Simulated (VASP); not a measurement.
# CaSe (Fm-3m) in VASP: a series of runs

The runs below take CaSe through single point, relaxation of cell and atoms, with PBEsol.

Everything below comes from runs of VASP 6.6.1. Logs are shortened: lines on timing, memory, paths and dates and some standing lists are left out, and cuts for length are marked.

## 1. The cell of the first run

It takes space group Fm-3m (No. 225, cubic). Conventional cell: a = 5.869 Å, b = 5.869 Å, c = 5.869 Å, α = 90.00°, β = 90.00°, γ = 90.00°. Within 3.9 Å of Ca (site symmetry m-3m) lie 6 Se at 2.93 Å. Se (site symmetry m-3m) has 6 Ca at 2.93 Å within 3.9 Å.

## 2. Single point, PBEsol

Input file INCAR:

```
  PREC = Accurate
  ENCUT = 520
  EDIFF = 1E-6
  ISMEAR = -1
  SIGMA = 0.1
  LREAL = False
  LASPH = True
  NELM = 60
  ALGO = Normal
  ISIF = 2
  LWAVE = False
  LCHARG = False
  GGA = PS
  NBANDS = 15
```

Input file KPOINTS:

```
Automatic mesh
0
Gamma
  10 10 10
```

Input file POSCAR:

```
CaSe
1.0
    0.0000000000      2.9344539879      2.9344539879
    2.9344539879      0.0000000000      2.9344539879
    2.9344539879      2.9344539879      0.0000000000
Ca Se
1 1
Direct
    0.0000000000      0.0000000000      0.0000000000
    0.5000000000      0.5000000000      0.5000000000
```

Potentials or basis: VASP PAW PBE potentials, release 64 (Ca_sv, Se).

Started as:

```console
$ cat potpaw_PBE.64/Ca_sv/POTCAR potpaw_PBE.64/Se/POTCAR > POTCAR
$ mpirun -np 1 vasp_std > vasp.out
```

OUTCAR:

```text
PREC = Accurate
   ENCUT = 520
   EDIFF = 1E-6
   ISMEAR = -1
   LREAL = False
   LASPH = True
   NELM = 60
   ISIF = 2
   GGA = PS

 ion  position               nearest neighbor table
   1  0.000  0.000  0.000-   2 2.93   2 2.93   2 2.93   2 2.93   2 2.93   2 2.93
   2  0.500  0.500  0.500-   1 2.93   1 2.93   1 2.93   1 2.93   1 2.93   1 2.93

  LATTYP: Found a face centered cubic cell.
 ALAT       =     5.8689079758

  Lattice vectors:

 A1 = (   0.0000000000,   2.9344539879,   2.9344539879)
 A2 = (   2.9344539879,   0.0000000000,   2.9344539879)
 A3 = (   2.9344539879,   2.9344539879,   0.0000000000)

Analysis of symmetry for initial positions (statically):
=====================================================================
 Subroutine PRICEL returns:
 Original cell was already a primitive cell.

 Routine SETGRP: Setting up the symmetry group for a
 face centered cubic supercell.

 Subroutine GETGRP returns: Found 48 space group operations
 (whereof 48 operations were pure point group operations)
 out of a pool of 48 trial point group operations.

The static configuration has the point symmetry O_h .

Analysis of symmetry for dynamics (positions and initial velocities):
=====================================================================
 Subroutine PRICEL returns:
 Original cell was already a primitive cell.

 Routine SETGRP: Setting up the symmetry group for a
 face centered cubic supercell.

 Subroutine GETGRP returns: Found 48 space group operations
 (whereof 48 operations were pure point group operations)
 out of a pool of 48 trial point group operations.

The dynamic configuration has the point symmetry O_h .

 Subroutine INISYM returns: Found 48 space group operations
 (whereof 48 operations are pure point group operations),
 and found     1 'primitive' translations

----------------------------------------------------------------------------------------

                                     Primitive cell

  volume of cell :      50.5373

  direct lattice vectors                    reciprocal lattice vectors
     0.000000000  2.934453988  2.934453988    -0.170389450  0.170389450  0.170389450
     2.934453988  0.000000000  2.934453988     0.170389450 -0.170389450  0.170389450
     2.934453988  2.934453988  0.000000000     0.170389450  0.170389450 -0.170389450

  length of vectors
     4.149944628  4.149944628  4.149944628     0.295123184  0.295123184  0.295123184

  position of ions in fractional coordinates (direct lattice)
     0.000000000  0.000000000  0.000000000
     0.500000000  0.500000000  0.500000000

  ion indices of the primitive-cell ions
   primitive index   ion index
                 1           1
                 2           2

----------------------------------------------------------------------------------------

 KPOINTS: Automatic mesh

Automatic generation of k-mesh.
 Grid dimensions read from file:
 generate k-points for:   10   10   10

 Generating k-lattice:

  Cartesian coordinates                     Fractional coordinates (reciprocal lattice)
    -0.017038945  0.017038945  0.017038945     0.100000000  0.000000000  0.000000000
     0.017038945 -0.017038945  0.017038945     0.000000000  0.100000000  0.000000000
     0.017038945  0.017038945 -0.017038945     0.000000000  0.000000000  0.100000000

  Length of vectors
     0.029512318  0.029512318  0.029512318

  Shift w.r.t. Gamma in fractional coordinates (k-lattice)
     0.000000000  0.000000000  0.000000000

 Subroutine IBZKPT returns following result:
 ===========================================

 Found     47 irreducible k-points:

 Following reciprocal coordinates:
            Coordinates               Weight
  0.000000  0.000000  0.000000      1.000000
  0.100000  0.000000  0.000000      8.000000
  0.200000  0.000000  0.000000      8.000000
  0.300000  0.000000  0.000000      8.000000
  0.400000  0.000000  0.000000      8.000000
  0.500000  0.000000  0.000000      4.000000
[... 16 lines left out ...]
  0.300000  0.300000  0.000000      6.000000
  0.400000  0.300000  0.000000     24.000000
 [... further k-points ...]
   k-points           NKPTS =     47   k-points in BZ     NKDIM =     47   number of bands    NBANDS=     15
   number of dos      NEDOS =    301   number of ions     NIONS =      2
   total plane-waves  NPLWV =  32768
   dimension x,y,z NGX =    32 NGY =   32 NGZ =   32
   dimension x,y,z NGXF=    64 NGYF=   64 NGZF=   64
   ions per type =               1   1
   NGX,Y,Z   is equivalent  to a cutoff of  12.82, 12.82, 12.82 a.u.
   NGXF,Y,Z  is equivalent  to a cutoff of  25.64, 25.64, 25.64 a.u.
 SYSTEM =  unknown system
   PREC   = accura    normal or accurate (medium, high low for compatibility)
   ISTART =      0    job   : 0-new  1-cont  2-samecut
   ICHARG =      2    charge: 1-file 2-atom 10-const
   ISPIN  =      1    spin polarized calculation?
   LNONCOLLINEAR =      F non collinear calculations
   LSORBIT =      F    spin-orbit coupling
   LASPH  =      T    aspherical Exc in radial PAW
   ENCUT  =  520.0 eV  38.22 Ry    6.18 a.u.   7.72  7.72  7.72*2*pi/ulx,y,z
   NELM   =     60;   NELMIN=  2; NELMDL= -5     # of ELM steps
   EDIFF  = 0.1E-05   stopping-criterion for ELM
   LREAL  =      F    real-space projection
   EDIFFG = 0.1E-04   stopping-criterion for IOM
   NSW    =      0    number of steps for IOM
   IBRION =     -1    ionic relax: 0-MD 1-quasi-New 2-CG
   NFREE  =      0    steps in history (QN), initial steepest desc. (CG)
   ISIF   =      2    stress and relaxation
   ISYM   =      2    0-nonsym 1-usesym 2-fastsym
   POTIM  = 0.5000    time-step for ionic-motion
   TEBEG  =    0.0;   TEEND  =   0.0 temperature during run
   PSTRESS=    0.0 pullay stress
   NELECT =      16.0000    total number of electrons
   NUPDOWN=      -1.0000    fix difference up-down
   EMIN   =  10.00;   EMAX   =-10.00  energy-range for DOS
   EFERMI =   0.00;   METHOD = LEGACY
   ISMEAR =    -1;   SIGMA  =   0.10  broadening in eV -4-tet -1-fermi 0-gaus
   EFERMI_NEDOS =   21; number of points for ismear=-14 and -15
   IALGO  =     38    algorithm
   IMIX   =      4    mixing-type and parameters
     AMIX     =   0.40;   BMIX     =  1.00
     AMIX_MAG =   1.60;   BMIX_MAG =  1.00
  volume/ion in A,a.u.               =      25.27       170.52
  Fermi-wavevector in a.u.,A,eV,Ry     =   1.115777  2.108513 16.938695  1.244959
  Thomas-Fermi vector in A             =   2.252385
   LORBIT       =      0    0 simple, 1 ext, 2 COOP (PROOUT), +10 PAW based schemes
   GGA     = PS    functional components
   LHFCALC =     F    Hartree Fock is set to
   AEXX    =    0.0000 exact exchange contribution
   IVDW    =     0    specifies the selected vdW correction
   LEPSILON=     F    determine dielectric tensor
   LRPA    =     F    only Hartree local field effects (RPA)
 non-spin polarized calculation
  energy-cutoff  :      520.00
  volume of cell :       50.54
 maximum number of plane-waves:      1380
   NGX = 15   NGY = 15   NGZ = 15

 number of electron      16.0000001 magnetization

 Free energy of the ion-electron system (eV)
  ---------------------------------------------------
  ext. energy  EPLUGINS =         0.00000000
  ---------------------------------------------------
  free energy    TOTEN  =       -10.07412047 eV

  energy without entropy =      -10.07411739  energy(sigma->0) =      -10.07411893

 E-fermi :   3.4637     XC(G=0):  -9.4279

 val. band max:        2.5077507440   @ k =   0.0000   0.0000   0.0000
 cond. band min:       4.3745812051   @ k =   0.5000   0.5000   0.0000
 fundamental gap:      1.8668304611
 Fermi energy:         3.4637178809

 k-point     1 :       0.0000    0.0000    0.0000
  band No.  band energies     occupation
      1     -36.9622      2.00000
      2     -18.0416      2.00000
      3     -18.0416      2.00000
      4     -18.0416      2.00000
      5      -9.4011      2.00000
      6       2.5078      1.99986
      7       2.5078      1.99986
      8       2.5078      1.99986
      9       5.8175      0.00000
     10       6.1446      0.00000
     11       6.1446      0.00000
     12       6.1446      0.00000
     13       6.7701      0.00000
     14       6.7701      0.00000
     15      12.0751      0.00000

 k-point     2 :       0.1000    0.0000    0.0000
  band No.  band energies     occupation
      1     -36.9614      2.00000
      2     -18.0548      2.00000
      3     -18.0425      2.00000
      4     -18.0425      2.00000
      5      -9.3360      2.00000
      6       1.9461      2.00000
      7       2.3351      1.99997
      8       2.3351      1.99997
      9       6.0434      0.00000
     10       6.2924      0.00000
     11       6.2924      0.00000
     12       6.5458      0.00000
     13       7.0484      0.00000
     14       7.0484      0.00000
     15      12.2714      0.00000

 k-point     3 :       0.2000    0.0000    0.0000
  band No.  band energies     occupation
      1     -36.9594      2.00000
      2     -18.0888      2.00000
      3     -18.0447      2.00000
      4     -18.0447      2.00000
      5      -9.1597      2.00000
      6       0.9132      2.00000
      7       1.9590      2.00000
      8       1.9590      2.00000
      9       6.0874      0.00000
     10       6.6626      0.00000
     11       6.6626      0.00000
     12       7.7432      0.00000
     13       7.7813      0.00000
     14       7.7813      0.00000
     15      12.1973      0.00000
[... 343 lines left out ...]
 k-point    23 :       0.3000    0.3000    0.0000
  band No.  band energies     occupation
      1     -36.9552      2.00000
      2     -18.1121      2.00000
      3     -18.0665      2.00000
      4     -18.0665      2.00000
      5      -8.9224      2.00000
      6       0.0443      2.00000
      7       1.7428      2.00000
      8       1.7428      2.00000
      9       4.8540      0.00000
     10       7.2486      0.00000
     11       7.2752      0.00000
     12       8.2280      0.00000
     13       8.2280      0.00000
     14      10.3022      0.00000
     15      11.5101      0.00000

 k-point    24 :       0.4000    0.3000    0.0000
  band No.  band energies     occupation
      1     -36.9536      2.00000
      2     -18.1258      2.00000
      3     -18.0736      2.00000
      4     -18.0703      2.00000
      5      -8.8317      2.00000
      6      -0.1005      2.00000
      7       1.4183      2.00000
      8       1.5980      2.00000
      9       4.9211      0.00000
     10       7.5566      0.00000
     11       7.7121      0.00000
     12       8.4445      0.00000
     13       8.4521      0.00000
     14       9.4487      0.00000
     15      11.7197      0.00000

 [... further k-points ...]

------------------------ aborting loop because EDIFF is reached ----------------------------------------

  FORCE on cell =-STRESS in cart. coord.  units (eV):
  Direction    XX          YY          ZZ          XY          YZ          ZX
  --------------------------------------------------------------------------------------
  -------------------------------------------------------------------------------------
  Total        0.0608441      0.0608441      0.0608441      0.0000000      0.0000000      0.0000000
  in kB        1.9289317      1.9289317      1.9289317      0.0000000      0.0000000      0.0000000
  external PRESSURE =       1.9289317 kB  Pullay stress =       0.0000000 kB

 VOLUME and BASIS-vectors are now :
 -----------------------------------------------------------------------------
  energy-cutoff  :      520.00
  volume of cell :       50.54
      direct lattice vectors                 reciprocal lattice vectors
     0.000000000  2.934453988  2.934453988    -0.170389450  0.170389450  0.170389450
     2.934453988  0.000000000  2.934453988     0.170389450 -0.170389450  0.170389450
     2.934453988  2.934453988  0.000000000     0.170389450  0.170389450 -0.170389450

 POSITION                                       TOTAL-FORCE (eV/Angst)
 -----------------------------------------------------------------------------------
      0.00000      0.00000      0.00000        -0.000000     -0.000000      0.000000
      2.93445      2.93445      2.93445         0.000000      0.000000     -0.000000
 -----------------------------------------------------------------------------------
    total drift:                                0.000000     -0.000000     -0.000000

  FREE ENERGIE OF THE ION-ELECTRON SYSTEM (eV)
  ---------------------------------------------------
  free  energy   TOTEN  =       -10.0741204705 eV

  energy  without entropy=      -10.0741173920  energy(sigma->0) =      -10.07411893
```

It took 27 s on 1 thread of Intel Xeon 6975P-C, shared host; peak memory 0.19 GiB.

Results:

```
Free energy            : -10.0741 eV
Pressure               : 0.2 GPa
Band gap on the k mesh : 1.87 eV, indirect (least direct gap 2.84 eV)
```

Caveat: the PAW data sets were made with another functional, which shifts forces and pressure a little. A k mesh can miss the band edges.

## 3. Relaxation of cell and atoms, PBEsol

This run uses another cell than the first one, of 25.83 Å³/atom, 1.022 times its volume.

Input file INCAR:

```
SYSTEM = CaSe
PREC = Accurate ; ENCUT = 600
EDIFF = 1E-6 ; ISMEAR = -1
SIGMA = 0.1 ; LREAL = .FALSE.
LASPH = .TRUE. ; NELM = 100
ALGO = Normal ; ISIF = 3
LWAVE = .FALSE. ; LCHARG = .FALSE.
GGA = PS ; IBRION = 2
NSW = 100 ; EDIFFG = -0.002
```

Input file KPOINTS:

```
Automatic mesh
0
G
  10 10 10
  0 0 0
```

Input file POSCAR:

```
CaSe
1.0
    0.0000000000      2.9560000000      2.9560000000
    2.9560000000      0.0000000000      2.9560000000
    2.9560000000      2.9560000000      0.0000000000
Ca Se
1 1
Direct
    0.0000000000      0.0000000000      0.0000000000
    0.5000000000      0.5000000000      0.5000000000
```

Potentials or basis: VASP PAW PBE potentials, release 64 (Ca_sv, Se).

Started as:

```console
$ cat potpaw_PBE.64/Ca_sv/POTCAR potpaw_PBE.64/Se/POTCAR > POTCAR
$ mpirun -np 1 vasp_std > vasp.out
```

OUTCAR:

```text
SYSTEM = CaSe
   PREC = Accurate
   ENCUT = 600
   EDIFF = 1E-6
   ISMEAR = -1
   LREAL = .FALSE.
   LASPH = .TRUE.
   NELM = 100
   ISIF = 3
   GGA = PS
   IBRION = 2
   NSW = 100
   EDIFFG = -0.002

 ion  position               nearest neighbor table
   1  0.000  0.000  0.000-   2 2.96   2 2.96   2 2.96   2 2.96   2 2.96   2 2.96
   2  0.500  0.500  0.500-   1 2.96   1 2.96   1 2.96   1 2.96   1 2.96   1 2.96

  LATTYP: Found a face centered cubic cell.
 ALAT       =     5.9120000000

  Lattice vectors:

 A1 = (   0.0000000000,   2.9560000000,   2.9560000000)
 A2 = (   2.9560000000,   0.0000000000,   2.9560000000)
 A3 = (   2.9560000000,   2.9560000000,   0.0000000000)

Analysis of symmetry for initial positions (statically):
=====================================================================
 Subroutine PRICEL returns:
 Original cell was already a primitive cell.

 Routine SETGRP: Setting up the symmetry group for a
 face centered cubic supercell.

 Subroutine GETGRP returns: Found 48 space group operations
 (whereof 48 operations were pure point group operations)
 out of a pool of 48 trial point group operations.

The static configuration has the point symmetry O_h .

Analysis of symmetry for dynamics (positions and initial velocities):
=====================================================================
 Subroutine PRICEL returns:
 Original cell was already a primitive cell.

 Routine SETGRP: Setting up the symmetry group for a
 face centered cubic supercell.
[... 150 lines left out ...]
  ext. energy  EPLUGINS =         0.00000000
  ---------------------------------------------------
  free energy    TOTEN  =       -10.07219705 eV

  energy without entropy =      -10.07219454  energy(sigma->0) =      -10.07219580

 E-fermi :   3.3395     XC(G=0):  -9.3340

 val. band max:        2.3537564418   @ k =   0.0000   0.0000   0.0000
 cond. band min:       4.2769056135   @ k =   0.5000   0.5000   0.0000
 fundamental gap:      1.9231491717
 Fermi energy:         3.3395180537

 k-point     1 :       0.0000    0.0000    0.0000
  band No.  band energies     occupation
      1     -37.1809      2.00000
      2     -18.2561      2.00000
      3     -18.2561      2.00000
      4     -18.2561      2.00000
      5      -9.4769      2.00000
      6       2.3538      1.99990
      7       2.3538      1.99990
      8       2.3538      1.99990
      9       5.5450      0.00000
     10       6.0020      0.00000
     11       6.0020      0.00000
     12       6.0020      0.00000
[... 416 lines left out ...]
--------------------------------------- Ionic step        3  -------------------------------------------

 number of electron      16.0000000 magnetization

 Free energy of the ion-electron system (eV)
  ---------------------------------------------------
  ext. energy  EPLUGINS =         0.00000000
  ---------------------------------------------------
  free energy    TOTEN  =       -10.07480132 eV

  energy without entropy =      -10.07479836  energy(sigma->0) =      -10.07479984

 E-fermi :   3.4404     XC(G=0):  -9.4104

 val. band max:        2.4789092999   @ k =   0.0000   0.0000   0.0000
 cond. band min:       4.3562533430   @ k =   0.5000   0.5000   0.0000
 fundamental gap:      1.8773440431
 Fermi energy:         3.4404340030

 k-point     1 :       0.0000    0.0000    0.0000
  band No.  band energies     occupation
      1     -37.0033      2.00000
      2     -18.0821      2.00000
      3     -18.0821      2.00000
      4     -18.0821      2.00000
      5      -9.4152      2.00000
      6       2.4789      1.99987
      7       2.4789      1.99987
      8       2.4789      1.99987
      9       5.7664      0.00000
     10       6.1177      0.00000
     11       6.1177      0.00000
     12       6.1177      0.00000
[... 374 lines left out ...]
  FREE ENERGIE OF THE ION-ELECTRON SYSTEM (eV)
  ---------------------------------------------------
  free  energy   TOTEN  =       -10.0748013174 eV

  energy  without entropy=      -10.0747983553  energy(sigma->0) =      -10.07479984

 reached required accuracy - stopping structural energy minimisation
```

Wall time 71 s (1 thread of Intel Xeon 6975P-C, shared host); peak memory 0.23 GiB.

Results:

- Free energy: -10.0748 eV
- Relaxed volume: 25.37 Å³/atom
- Relaxed cell: a = 4.156 Å, b = 4.156 Å, c = 4.156 Å, α = 60.00°, β = 60.00°, γ = 60.00°
- Space group after relaxing (to 0.05 Å): Fm-3m (No. 225)
- Energy gained by relaxing: 1.3 meV/atom
- Ionic steps: 3
- Pressure after relaxing: 0.0 GPa
- Band gap on the k mesh: 1.88 eV, indirect (least direct gap 2.84 eV)

Step by step:
```csv
step,energy change (eV),largest force (eV/Å),pressure (GPa),volume (Å³)
1,0.0000,0.0000,-0.90,51.66
2,-0.0025,0.0000,0.17,50.59
3,-0.0026,0.0000,0.00,50.74
```

Final structure:
```yaml
crystal:
  lattice:
    - [0.00000, 2.93844, 2.93844]
    - [2.93844, 0.00000, 2.93844]
    - [2.93844, 2.93844, 0.00000]
  atoms:
    - { symbol: Ca, position: [0.00000, 0.00000, 0.00000] }
    - { symbol: Se, position: [0.50000, 0.50000, 0.50000] }
```

Caveat: the PAW data sets were made with another functional, which shifts forces and pressure a little. A k mesh can miss the band edges.
